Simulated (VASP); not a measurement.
A run of VASP 6.6.1:

Contents of INCAR:

```
SYSTEM = Ta3Br2
PREC = Accurate
ENCUT = 520
EDIFF = 1E-7
ISMEAR = 0
SIGMA = 0.1
LREAL = .FALSE.
LASPH = .TRUE.
NELM = 60
ALGO = Normal
ISIF = 2
LWAVE = .FALSE.
LCHARG = .FALSE.
GGA = PE
NBANDS = 32
```

KPOINTS

```
regular mesh
0
G
  6 6 6
  0 0 0
```

File POSCAR:

```
Ta3Br2
1.0
    1.6181007358      0.9342108954     12.2302853390
   -1.6181007358      0.9342108954     12.2302853390
    0.0000000000     -1.8684217907     12.2302853390
Ta Br
3 2
Direct
    0.0000000000      0.0000000000      0.0000000000
    0.1920486968      0.1920486968      0.1920486968
    0.8079513032      0.8079513032      0.8079513032
    0.3863536497      0.3863536497      0.3863536497
    0.6136463503      0.6136463503      0.6136463503
```

Potentials or basis: VASP PAW PBE potentials, release 64 (Ta_pv, Br).

Command:

```sh
$ cat potpaw_PBE.64/Ta_pv/POTCAR potpaw_PBE.64/Br/POTCAR > POTCAR
$ mpirun -np 1 vasp_std > vasp.out
```

Hardware: 1 thread of Intel(R) Xeon(R) 6975P-C (Granite Rapids), on a shared host.

Q: How long does it take, and how much memory?

A: Run time: 23 min on 1 thread of Intel(R) Xeon(R) 6975P-C (Granite Rapids), on a shared host, peak memory 1.5 GiB. Counts: scf iterations 18, k points 32.
